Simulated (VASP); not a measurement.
Input of a VASP 6.6.1 run:

The input INCAR:

```
SYSTEM = AgCl
  PREC = Accurate
  ENCUT = 520
  EDIFF = 1E-7
  ISMEAR = 0
  SIGMA = 0.05
  LREAL = .False.
  LASPH = .True.
  NELM = 80
  ALGO = Normal
  ISIF = 2
  LWAVE = .False.
  LCHARG = .False.
  GGA = CA
  NBANDS = 16
```

The input KPOINTS:

```
Automatic mesh
0
Gamma
  10 10 10
  0 0 0
```

File POSCAR:

```
AgCl
1.0
    0.0000000000      2.7844039080      2.6773114500
    2.7844039080      0.0000000000      2.6773114500
    2.7844039080      2.7844039080      0.0000000000
Ag Cl
1 1
Direct
    0.5000000000      0.5000000000      0.5000000000
    0.0000000000      0.0000000000      0.0000000000
```

Potentials or basis: VASP PAW LDA potentials, release 64 (Ag, Cl).

Run with:

```console
$ cat potpaw_LDA.64/Ag/POTCAR potpaw_LDA.64/Cl/POTCAR > POTCAR
$ mpirun -np 1 vasp_std > vasp.out
```

**Question.** What does it give for the pressure?

**Answer.** -4.3 GPa.

**Question.** Estimate the band gap on the k mesh.

**Answer.** 0.53 eV, indirect (least direct gap 3.00 eV).

Stress tensor (GPa, compression positive):
```
-4.48  0.00  0.00
 0.00 -4.48  0.00
 0.00  0.00 -3.91
```

A k mesh can miss the band edges. Expect the measured gap to be larger: semilocal functionals such as LDA lack the derivative discontinuity.
